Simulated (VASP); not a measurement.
A run of VASP 6.6.1 is set up as follows.

The input POSCAR:

```
Ti
1.0
    0.0000000000      2.0807500000      1.9285000000
    2.0807500000      0.0000000000      1.9285000000
    2.0807500000      2.0807500000      0.0000000000
Ti
1
Direct
    0.0000000000      0.0000000000      0.0000000000
```

File INCAR.step1:

```
PREC     = Accurate       # precision mode
ENCUT    = 520            # plane-wave cutoff, eV
ISMEAR   = 0              # smearing method
SIGMA    = 0.15           # smearing width, eV
LREAL    = F              # projectors in reciprocal space
LASPH    = T              # aspherical terms in the spheres
NELM     = 100            # most SCF steps
NBANDS   = 12             # bands
GGA      = PE             # functional
ALGO     = Normal         # electronic algorithm
EDIFF    = 1E-4           # SCF threshold, eV
LWAVE    = T              # write WAVECAR
LCHARG   = F              # write CHGCAR
```

INCAR.step2

```
PREC     = Accurate       # precision mode
ENCUT    = 520            # plane-wave cutoff, eV
EDIFF    = 1E-7           # SCF threshold, eV
ISMEAR   = 0              # smearing method
SIGMA    = 0.15           # smearing width, eV
LREAL    = F              # projectors in reciprocal space
LASPH    = T              # aspherical terms in the spheres
NELM     = 100            # most SCF steps
ALGO     = Normal         # electronic algorithm
ISIF     = 2              # what is computed and relaxed
LWAVE    = F              # write WAVECAR
LCHARG   = T              # write CHGCAR
METAGGA  = R2SCAN         # meta-GGA
LMIXTAU  = T            
LELF     = T              # ELF
LVHAR    = T            
NBANDS   = 12             # bands
ISTART   = 1
```

The input KPOINTS:

```
Automatic mesh
0
Gamma
  20 20 20
```

Potentials or basis: VASP PAW PBE potentials, release 64 (Ti_sv).

Launch:

```sh
$ cat potpaw_PBE.64/Ti_sv/POTCAR > POTCAR
$ cp INCAR.step1 INCAR
$ mpirun -np 1 vasp_std > vasp.out
$ cp INCAR.step2 INCAR
$ mpirun -np 1 vasp_std > vasp.out
```

**Question.** What does it give for the pressure?

**Answer.** 5.0 GPa.

**Question.** Estimate the band gap on the k mesh.

**Answer.** Zero (bands 6 and 7 overlap by 1.58 eV).

Stress tensor (GPa, compression positive):
```
4.21 0.00 0.00
0.00 4.21 0.00
0.00 0.00 6.61
```

Caveat: the cell differs from its parent crystal (strain +0.025 along x and y, -0.050 along z); the cell stands under pressure; the PAW data sets were made with another functional, which shifts forces and pressure a little.
